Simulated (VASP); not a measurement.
# H3CCl in VASP: further runs

H3CCl is run at these levels: PBE+D3(BJ); tasks: single point, relaxation of the atoms.

Program: VASP 6.6.1. These are calculated values, not measurements. Logs are shortened: lines on timing, memory, paths and dates and some standing lists are left out, and cuts for length are marked.

## Step 1: The cell of the first run

The cell holds a disordered packing, 40 atoms: a = 9.029 Å, b = 9.029 Å, c = 9.029 Å, α = 90.00°, β = 90.00°, γ = 90.00°.

## Step 2: Single point, PBE+D3(BJ)

Contents of INCAR:

```
  PREC = Accurate
  ENCUT = 520
  EDIFF = 1E-6
  ISMEAR = -1
  SIGMA = 0.02
  LREAL = Auto
  LASPH = T
  NELM = 120
  ALGO = Normal
  ISIF = 2
  LWAVE = F
  LCHARG = F
  GGA = PE
  IVDW = 12
  NBANDS = 82
  GGA_COMPAT = F
```

Contents of KPOINTS:

```
Automatic mesh
0
Gamma
  1 1 1
```

Contents of POSCAR:

```
H3CCl
1.0
    9.0287150000      0.0000000000      0.0000000000
    0.0000000000      9.0287150000      0.0000000000
    0.0000000000      0.0000000000      9.0287150000
C Cl H
8 8 24
Direct
    0.2081047598      0.2145200534      0.1071510167
    0.4847877204      0.9430885497      0.8642896298
    0.2092499373      0.7349325287      0.8654793819
    0.5852580730      0.3904296983      0.7537306535
    0.6909354468      0.8198808499      0.5465305989
    0.7905667953      0.2941538180      0.4692481982
    0.5417713552      0.5542016392      0.2673477346
   -0.0054263918      0.8870125561      0.1549170436
    0.1200779003      0.2946428956      0.2653817731
    0.3626432787      1.0893474561      0.8089861166
    0.0681298627      0.6004175105      0.8962227505
    0.4943433154      0.4718632931      0.9079145945
    0.4934924166      0.8198085106      0.5200579399
    0.9135701714      0.2368366968      0.6130971267
    0.5837739817      0.7201329422      0.1686065694
   -0.0283657228      0.7512599088      0.2967776541
    0.1256315665      0.1996704914      0.0193949366
    0.2970124040      0.2871130164      0.0687060630
    0.2543508799      0.1070334043      0.1394544609
    0.4734072870      0.8549403268      0.7815159459
    0.5985448476      0.9845457657      0.8663028016
    0.4528703781      0.9037327092      0.9742378335
    0.1827962133      0.8370005090      0.9250905015
    0.3132880719      0.6891172838      0.9061954754
    0.2169487790      0.7593080173      0.7470208773
    0.6590190083      0.4738290773      0.7057093356
    0.6496688683      0.2958397103      0.7929247701
    0.5003569722      0.3549039348      0.6751860320
    0.7110441846      0.8466596741      0.6630909957
    0.7373108205      0.7108427926      0.5193490216
    0.7401352160      0.9032314848      0.4738548633
    0.8142907137      0.2295113745      0.3696410024
    0.6759105300      0.2768791612      0.5046010730
    0.8106666128      0.4117849054      0.4474684078
    0.5069684762      0.4691575823      0.1886074758
    0.6423719972      0.5190775883      0.3247867998
    0.4543531488      0.5783410947      0.3473108023
   -0.0749431729      0.9837997007      0.1775440239
    0.1114105774      0.9186849591      0.1566539166
   -0.0339613807      0.8368128291      0.0480687021
```

Potentials or basis: VASP PAW PBE potentials, release 64 (C, Cl, H).

Launch:

```console
$ cat potpaw_PBE.64/C/POTCAR potpaw_PBE.64/Cl/POTCAR potpaw_PBE.64/H/POTCAR > POTCAR
$ mpirun -np 1 vasp_gam > vasp.out
```

OUTCAR:

```text
PREC = Accurate
   ENCUT = 520
   EDIFF = 1E-6
   ISMEAR = -1
   LREAL = Auto
   LASPH = T
   NELM = 120
   ISIF = 2
   GGA = PE
   IVDW = 12
 IVDW          = 12

 ion  position               nearest neighbor table
   1  0.208  0.215  0.107-  18 1.09  17 1.10  19 1.10   9 1.79
   2  0.485  0.943  0.864-  22 1.09  21 1.09  20 1.10  10 1.79
   3  0.209  0.735  0.865-  24 1.09  23 1.09  25 1.09  11 1.78
   4  0.585  0.390  0.754-  27 1.09  28 1.09  26 1.09  12 1.78
   5  0.691  0.820  0.547-  31 1.09  29 1.09  30 1.10  13 1.80
   6  0.791  0.294  0.469-  32 1.09  33 1.09  34 1.10  14 1.79
   7  0.542  0.554  0.267-  37 1.09  35 1.09  36 1.09  15 1.78
   8  0.995  0.887  0.155-  39 1.09  38 1.10  40 1.10  16 1.78
   9  0.120  0.295  0.265-   1 1.79
  10  0.363  0.089  0.809-   2 1.79
  11  0.068  0.600  0.896-   3 1.78
  12  0.494  0.472  0.908-   4 1.78
  13  0.493  0.820  0.520-   5 1.80
  14  0.914  0.237  0.613-   6 1.79
[... 24 lines left out ...]
  39  0.111  0.919  0.157-   8 1.09
  40  0.966  0.837  0.048-   8 1.10

  LATTYP: Found a simple cubic cell.
 ALAT       =     9.0287150000

  Lattice vectors:

 A1 = (   9.0287150000,   0.0000000000,   0.0000000000)
 A2 = (   0.0000000000,   9.0287150000,   0.0000000000)
 A3 = (   0.0000000000,   0.0000000000,   9.0287150000)

Analysis of symmetry for initial positions (statically):
=====================================================================
 Subroutine PRICEL returns:
 Original cell was already a primitive cell.

 Routine SETGRP: Setting up the symmetry group for a
 simple cubic supercell.

 Subroutine GETGRP returns: Found  1 space group operations
 (whereof  1 operations were pure point group operations)
 out of a pool of 48 trial point group operations.

The static configuration has the point symmetry C_1 .

Analysis of symmetry for dynamics (positions and initial velocities):
=====================================================================
 Subroutine PRICEL returns:
 Original cell was already a primitive cell.

 Routine SETGRP: Setting up the symmetry group for a
 simple cubic supercell.

 Subroutine GETGRP returns: Found  1 space group operations
 (whereof  1 operations were pure point group operations)
 out of a pool of 48 trial point group operations.

The dynamic configuration has the point symmetry C_1 .

 Subroutine INISYM returns: Found  1 space group operations
 (whereof  1 operations are pure point group operations),
 and found     1 'primitive' translations

----------------------------------------------------------------------------------------

                                     Primitive cell

  volume of cell :     736.0000

  direct lattice vectors                    reciprocal lattice vectors
     9.028715000  0.000000000  0.000000000     0.110757732  0.000000000  0.000000000
     0.000000000  9.028715000  0.000000000     0.000000000  0.110757732  0.000000000
     0.000000000  0.000000000  9.028715000     0.000000000  0.000000000  0.110757732

  length of vectors
     9.028715000  9.028715000  9.028715000     0.110757732  0.110757732  0.110757732

  position of ions in fractional coordinates (direct lattice)
     0.208104760  0.214520053  0.107151017
     0.484787720  0.943088550  0.864289630
     0.209249937  0.734932529  0.865479382
     0.585258073  0.390429698  0.753730654
     0.690935447  0.819880850  0.546530599
     0.790566795  0.294153818  0.469248198
[... 32 lines left out ...]
     0.111410577  0.918684959  0.156653917
     0.966038619  0.836812829  0.048068702

  ion indices of the primitive-cell ions
   primitive index   ion index
                 1           1
                 2           2
                 3           3
                 4           4
                 5           5
                 6           6
[... 32 lines left out ...]
                39          39
                40          40

----------------------------------------------------------------------------------------

 KPOINTS: Automatic mesh

Automatic generation of k-mesh.
[... 45 lines left out ...]
   TEBEG  =    0.0;   TEEND  =   0.0 temperature during run
   PSTRESS=    0.0 pullay stress
   NELECT =     112.0000    total number of electrons
   NUPDOWN=      -1.0000    fix difference up-down
   EMIN   =  10.00;   EMAX   =-10.00  energy-range for DOS
   EFERMI =   0.00;   METHOD = LEGACY
   ISMEAR =    -1;   SIGMA  =   0.02  broadening in eV -4-tet -1-fermi 0-gaus
   EFERMI_NEDOS =   21; number of points for ismear=-14 and -15
   IALGO  =     38    algorithm
   IMIX   =      4    mixing-type and parameters
     AMIX     =   0.40;   BMIX     =  1.00
     AMIX_MAG =   1.60;   BMIX_MAG =  1.00
  volume/ion in A,a.u.               =      18.40       124.17
  Fermi-wavevector in a.u.,A,eV,Ry     =   0.874020  1.651659 10.393649  0.763912
  Thomas-Fermi vector in A             =   1.993493
   LORBIT       =      0    0 simple, 1 ext, 2 COOP (PROOUT), +10 PAW based schemes
   GGA     = PE    functional components
   LHFCALC =     F    Hartree Fock is set to
   AEXX    =    0.0000 exact exchange contribution
   IVDW    =    12    specifies the selected vdW correction
   LEPSILON=     F    determine dielectric tensor
   LRPA    =     F    only Hartree local field effects (RPA)
 non-spin polarized calculation
  energy-cutoff  :      520.00
  volume of cell :      736.00
 maximum number of plane-waves:      9919
 NGX is ok and might be reduce to    70
   NGX = 33   NGY = 33   NGZ = 33

 number of electron     111.9999997 magnetization

 Free energy of the ion-electron system (eV)
  ---------------------------------------------------
  ext. energy  EPLUGINS =         0.00000000
  ---------------------------------------------------
  free energy    TOTEN  =      -179.10092566 eV

  energy without entropy =     -179.10092566  energy(sigma->0) =     -179.10092566

 E-fermi :  -2.9144     XC(G=0):  -5.8011

 val. band max:       -3.4104902920   @ k =   0.0000   0.0000   0.0000
 cond. band min:       1.8972908608   @ k =   0.0000   0.0000   0.0000
 fundamental gap:      5.3077811528
 Fermi energy:        -2.9144322602

 k-point     1 :       0.0000    0.0000    0.0000
  band No.  band energies     occupation
      1     -18.3151      2.00000
      2     -18.2122      2.00000
      3     -18.1845      2.00000
      4     -18.0968      2.00000
      5     -18.0129      2.00000
      6     -17.9563      2.00000
[... 60 lines left out ...]
     67       3.6313      0.00000
     68       3.7991      0.00000
 [bands above 68 left out]

------------------------ aborting loop because EDIFF is reached ----------------------------------------

 Edisp (eV)   -1.79205

 E8    (eV) :    -0.4767

  FORCE on cell =-STRESS in cart. coord.  units (eV):
  Direction    XX          YY          ZZ          XY          YZ          ZX
  --------------------------------------------------------------------------------------
  -------------------------------------------------------------------------------------
  Total      -0.05550     0.10240     2.52457    -0.10830     1.86594    -1.47306
  in kB      -0.12082     0.22291     5.49566    -0.23575     4.06190    -3.20665
  external pressure =        1.87 kB  Pullay stress =        0.00 kB

 VOLUME and BASIS-vectors are now :
 -----------------------------------------------------------------------------
  energy-cutoff  :      520.00
  volume of cell :      736.00
      direct lattice vectors                 reciprocal lattice vectors
     9.028715000  0.000000000  0.000000000     0.110757732  0.000000000  0.000000000
     0.000000000  9.028715000  0.000000000     0.000000000  0.110757732  0.000000000
     0.000000000  0.000000000  9.028715000     0.000000000  0.000000000  0.110757732

 POSITION                                       TOTAL-FORCE (eV/Angst)
 -----------------------------------------------------------------------------------
      1.87892      1.93684      0.96744         0.011778     -0.069059     -0.011597
      4.37701      8.51488      7.80342        -0.048984      0.012464     -0.000807
      1.88926      6.63550      7.81417        -0.013126      0.028841     -0.035167
      5.28413      3.52508      6.80522         0.017968      0.063322     -0.018372
      6.23826      7.40247      4.93447        -0.141736     -0.003736      0.097197
      7.13780      2.65583      4.23671         0.035307      0.010636     -0.017866
[... 32 lines left out ...]
      1.00589      8.29454      1.41438        -0.044843      0.054325     -0.040181
      8.72209      7.55534      0.43400        -0.058684     -0.018780      0.129352
 -----------------------------------------------------------------------------------
    total drift:                                0.010419     -0.000573      0.013373

  FREE ENERGIE OF THE ION-ELECTRON SYSTEM (eV)
  ---------------------------------------------------
  free  energy   TOTEN  =      -180.8929794188 eV

  energy  without entropy=     -180.8929794188  energy(sigma->0) =     -180.89297942
```

It took 2.8 min on 1 thread of AMD EPYC 7R43 (Zen 3), shared host; peak memory 0.6 GiB.

What came out:

| Item | Value |
| --- | --- |
| Free energy | -180.8930 eV |
| Pressure | 0.2 GPa |
| Largest force | 0.240 eV/Å |
| Band gap on the k mesh | 5.31 eV |
| Dispersion energy per atom | -0.045 eV |

Forces on the atoms (eV/Å):
```
C    0.012 -0.069 -0.012
C   -0.049  0.012 -0.001
C   -0.013  0.029 -0.035
C    0.018  0.063 -0.018
C   -0.142 -0.004  0.097
C    0.035  0.011 -0.018
C    0.023  0.020  0.057
C    0.071 -0.066  0.009
Cl   0.065  0.002 -0.024
Cl   0.106 -0.120 -0.006
Cl  -0.085  0.004 -0.066
Cl  -0.011 -0.038 -0.039
Cl   0.229 -0.007 -0.070
Cl  -0.055 -0.074 -0.027
Cl  -0.028 -0.033 -0.020
Cl   0.040  0.024 -0.035
H    0.044  0.056  0.053
H   -0.070  0.068  0.009
H   -0.006  0.075  0.005
H    0.077  0.075  0.193
H    0.023  0.116  0.000
H   -0.004  0.083 -0.001
H   -0.104 -0.055  0.001
H   -0.005 -0.040 -0.039
H   -0.028 -0.086 -0.029
H   -0.026 -0.014 -0.006
H    0.010 -0.019 -0.039
H    0.023  0.003 -0.056
H    0.087 -0.012 -0.044
H   -0.197  0.094  0.013
H   -0.059 -0.006  0.018
H    0.049 -0.001 -0.006
H    0.048 -0.050  0.015
H    0.039 -0.042 -0.006
H    0.023  0.013 -0.027
H    0.026  0.003 -0.022
H   -0.048  0.008 -0.010
H   -0.015 -0.058  0.097
H   -0.045  0.054 -0.040
H   -0.059 -0.019  0.129
```

Stress tensor (GPa, compression positive):
```
-0.01 -0.02 -0.32
-0.02  0.02  0.41
-0.32  0.41  0.55
```

Levels at points of the mesh, in eV from the valence-band top:
| k point | band 52 | band 53 | band 54 | band 55 | band 56 | band 57 | band 58 | band 59 | band 60 | band 61 |
| --- | --- | --- | --- | --- | --- | --- | --- | --- | --- | --- |
| (0.00, 0.00, 0.00) | -0.27 | -0.24 | -0.13 | -0.12 | 0.00 | 5.31 | 5.50 | 5.67 | 5.79 | 5.99 |

Caveat: the k points lie up to 0.70 Å⁻¹ apart.

## Step 3: Relaxation of the atoms, PBE+D3(BJ)

Contents of INCAR:

```
PREC = Accurate ; ENCUT = 520
EDIFF = 1E-7 ; ISMEAR = -1
SIGMA = 0.02 ; LREAL = Auto
LASPH = T ; NELM = 120
ALGO = Normal ; ISIF = 2
LWAVE = F ; LCHARG = F
GGA = PE ; IVDW = 12
IBRION = 2 ; NSW = 35
EDIFFG = -0.3 ; GGA_COMPAT = F
NELMIN = 4
```

KPOINTS is that of step 2.

Contents of POSCAR:

```
H3CCl
1.0
    9.0287150000      0.0000000000      0.0000000000
    0.0000000000      9.0287150000      0.0000000000
    0.0000000000      0.0000000000      9.0287150000
C Cl H
8 8 24
Direct
    0.2023345000      0.1983981000      0.1050519000
    0.4706926000      0.9329783000      0.8592536000
    0.2204128000      0.7491028000      0.8774158000
    0.5874896000      0.3888338000      0.7616130000
    0.6931314000      0.8175002000      0.5435995000
    0.7777594000      0.3059638000      0.4730348000
    0.5478480000      0.5518706000      0.2696856000
    0.0053281000      0.8935079000      0.1401956000
    0.1166423000      0.2876226000      0.2581774000
    0.3591402000      1.0910947000      0.8231036000
    0.0852219000      0.6103503000      0.9123837000
    0.5038193000      0.4775048000      0.9161714000
    0.5020836000      0.7998841000      0.4995320000
    0.9007509000      0.2577515000      0.6189807000
    0.5982443000      0.7123330000      0.1673938000
   -0.0372669000      0.7588274000      0.2773027000
    0.1228052000      0.1906145000      0.0148339000
    0.2977900000      0.2633025000      0.0704046000
    0.2374508000      0.0881308000      0.1387081000
    0.4490039000      0.8497204000      0.7748586000
    0.5867066000      0.9654842000      0.8562714000
    0.4428136000      0.8895482000      0.9681635000
    0.1909025000      0.8487058000      0.9385155000
    0.3280498000      0.7088260000      0.9137040000
    0.2228125000      0.7724244000      0.7591994000
    0.6600967000      0.4673757000      0.7060777000
    0.6511738000      0.2942272000      0.8005834000
    0.5010366000      0.3520817000      0.6861151000
    0.7038503000      0.8468362000      0.6600010000
    0.7480045000      0.7123234000      0.5223489000
    0.7413372000      0.9038338000      0.4746975000
    0.8010137000      0.2360857000      0.3776351000
    0.6644017000      0.2887121000      0.5101455000
    0.7946028000      0.4218111000      0.4443909000
    0.5056598000      0.4685859000      0.1934715000
    0.6452137000      0.5098406000      0.3269410000
    0.4626520000      0.5816060000      0.3495744000
   -0.0667829000      0.9888755000      0.1553550000
    0.1205752000      0.9265905000      0.1523788000
   -0.0124361000      0.8452802000      0.0311850000
```

Potentials or basis: VASP PAW PBE potentials, release 64 (C, Cl, H).

Launch:

```console
$ cat potpaw_PBE.64/C/POTCAR potpaw_PBE.64/Cl/POTCAR potpaw_PBE.64/H/POTCAR > POTCAR
$ mpirun -np 1 vasp_gam > vasp.out
```

Run time: 20 min. Hardware: 1 thread of AMD EPYC 7R43 (Zen 3), shared host; peak memory 0.71 GiB.

It converged, with:

| Property | Result |
| --- | --- |
| Free energy | -180.8539 eV |
| Energy gained by relaxing | 13.6 meV/atom |
| Ionic steps | 16 |
| Pressure after relaxing | 0.3 GPa |
| Largest force after relaxing | 0.298 eV/Å |
| Band gap on the k mesh | 5.33 eV |
| Dispersion energy per atom | -0.045 eV |

Forces on the atoms (eV/Å):
```
C   -0.024  0.090  0.189
C    0.038  0.210  0.135
C   -0.044 -0.040 -0.024
C    0.022 -0.004 -0.070
C   -0.170  0.060 -0.209
C    0.142 -0.051  0.114
C   -0.054  0.027 -0.065
C   -0.060 -0.090  0.106
Cl   0.091 -0.012 -0.076
Cl   0.066 -0.181  0.143
Cl  -0.070  0.003 -0.041
Cl   0.092 -0.149 -0.170
Cl   0.209 -0.078 -0.197
Cl  -0.120 -0.029 -0.127
Cl  -0.039 -0.070  0.118
Cl   0.028  0.121 -0.066
H   -0.046 -0.029 -0.068
H    0.002  0.004  0.015
H    0.066  0.080 -0.080
H    0.010 -0.156  0.024
H   -0.031  0.139  0.022
H   -0.084  0.126  0.123
H   -0.009 -0.057 -0.064
H   -0.051  0.066 -0.047
H    0.013 -0.012 -0.010
H    0.057  0.172  0.044
H    0.029 -0.025  0.115
H   -0.155 -0.008 -0.107
H   -0.158 -0.015  0.036
H    0.057 -0.139  0.012
H    0.063  0.057 -0.017
H    0.085 -0.001 -0.048
H   -0.038 -0.050  0.035
H    0.064 -0.039 -0.010
H    0.010  0.081 -0.064
H    0.038  0.079  0.086
H    0.035  0.033  0.078
H   -0.081  0.027  0.217
H    0.029 -0.005 -0.037
H   -0.011 -0.131 -0.016
```

Stress tensor (GPa, compression positive):
```
 0.06 -0.01 -0.33
-0.01  0.08  0.50
-0.33  0.50  0.65
```

The path:
```tsv
step	energy change (eV)	largest force (eV/Å)	pressure (GPa)
1	0.0000	0.6841	1.08
2	-0.0612	0.5077	0.58
3	-0.0617	0.4940	0.53
4	-0.1017	0.4000	0.42
5	-0.1440	0.6498	0.16
6	-0.1861	0.3591	0.26
7	-0.2147	0.5213	0.43
8	-0.2592	0.3831	0.56
9	-0.3113	0.4823	0.91
10	-0.3624	0.4285	0.79
11	-0.4253	1.1458	0.41
12	-0.4537	0.8911	0.33
13	-0.5015	0.3389	0.11
14	-0.5052	0.3374	0.03
15	-0.5183	0.3048	0.09
16	-0.5438	0.2975	0.26
```

Final structure:
```yaml
crystal:
  lattice:
    - [9.02872, 0.00000, 0.00000]
    - [0.00000, 9.02872, 0.00000]
    - [0.00000, 0.00000, 9.02872]
  atoms:
    - { symbol: C, position: [0.20644, 0.21141, 0.10758] }
    - { symbol: C, position: [0.49048, 0.94713, 0.86215] }
    - { symbol: C, position: [0.20766, 0.72982, 0.86953] }
    - { symbol: C, position: [0.58405, 0.38942, 0.75590] }
    - { symbol: C, position: [0.69040, 0.82390, 0.55241] }
    - { symbol: C, position: [0.78726, 0.29822, 0.47025] }
    - { symbol: C, position: [0.54439, 0.54979, 0.26313] }
    - { symbol: C, position: [0.99632, 0.88986, 0.15148] }
    - { symbol: Cl, position: [0.11671, 0.29009, 0.26649] }
    - { symbol: Cl, position: [0.36873, 0.09058, 0.79893] }
    - { symbol: Cl, position: [0.06451, 0.59605, 0.89645] }
    - { symbol: Cl, position: [0.48835, 0.47041, 0.90744] }
    - { symbol: Cl, position: [0.49288, 0.83259, 0.53008] }
    - { symbol: Cl, position: [0.91150, 0.23950, 0.61361] }
    - { symbol: Cl, position: [0.58487, 0.71512, 0.16181] }
    - { symbol: Cl, position: [0.97464, 0.75324, 0.29317] }
    - { symbol: H, position: [0.12446, 0.19893, 0.01974] }
    - { symbol: H, position: [0.29450, 0.28575, 0.07077] }
    - { symbol: H, position: [0.25134, 0.10380, 0.14085] }
    - { symbol: H, position: [0.47837, 0.85543, 0.78521] }
    - { symbol: H, position: [0.60490, 0.98724, 0.86018] }
    - { symbol: H, position: [0.46018, 0.91290, 0.97388] }
    - { symbol: H, position: [0.18045, 0.83031, 0.93155] }
    - { symbol: H, position: [0.31099, 0.68135, 0.90965] }
    - { symbol: H, position: [0.21535, 0.75496, 0.75127] }
    - { symbol: H, position: [0.65759, 0.47185, 0.70709] }
    - { symbol: H, position: [0.64899, 0.29507, 0.79425] }
    - { symbol: H, position: [0.50257, 0.35200, 0.67539] }
    - { symbol: H, position: [0.72236, 0.84867, 0.66666] }
    - { symbol: H, position: [0.72638, 0.71328, 0.52070] }
    - { symbol: H, position: [0.73901, 0.90427, 0.47656] }
    - { symbol: H, position: [0.80923, 0.23300, 0.37081] }
    - { symbol: H, position: [0.67338, 0.28116, 0.50705] }
    - { symbol: H, position: [0.80768, 0.41579, 0.44888] }
    - { symbol: H, position: [0.50931, 0.46316, 0.18604] }
    - { symbol: H, position: [0.64577, 0.51425, 0.31846] }
    - { symbol: H, position: [0.45608, 0.57419, 0.34213] }
    - { symbol: H, position: [0.92677, 0.98629, 0.17362] }
    - { symbol: H, position: [0.11247, 0.92285, 0.15179] }
    - { symbol: H, position: [0.96507, 0.84073, 0.04549] }
```

Levels at points of the mesh, in eV from the valence-band top:
```csv
k point,band 52,band 53,band 54,band 55,band 56,band 57,band 58,band 59,band 60,band 61
"(0.00, 0.00, 0.00)",-0.24,-0.22,-0.12,-0.09,0.00,5.33,5.49,5.69,5.80,6.00
```

Caveat: the k points lie up to 0.70 Å⁻¹ apart; the relaxation stopped at a loose force limit of 0.3 eV/Å, so its end isn't a converged minimum.
